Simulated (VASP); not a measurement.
The system is MgO (Periclase).

```
CELL_PARAMETERS angstrom
0.00000 2.10217 2.10217
2.10217 0.00000 2.10217
2.10217 2.10217 0.00000
ATOMIC_POSITIONS crystal
Mg 0.00000 0.00000 0.00000
O 0.50000 0.50000 0.50000
```

Base run:

```yaml
Program: VASP 6.6.1
Functional: r2SCAN
Potentials_or_basis: VASP PAW PBE potentials, release 64 (Mg, O)
Cutoff: 520 eV
k_mesh: 10 × 10 × 10
Occupations: gaussian, width 0.01 eV
Spin: no spin polarisation
```

Its results: band gap on the k mesh 5.66 eV, direct; pressure -1.1 GPa.

Q: The run is repeated on the same cell with these changes: functional from r2SCAN to PBE; occupations from gaussian, width 0.01 eV to fermi-dirac, width 0.02 eV. What comes out?

A: Band gap on the k mesh 4.78 eV, direct; pressure 4.9 GPa.

Caveats: the PAW data sets were made with another functional, which shifts forces and pressure a little (some runs).

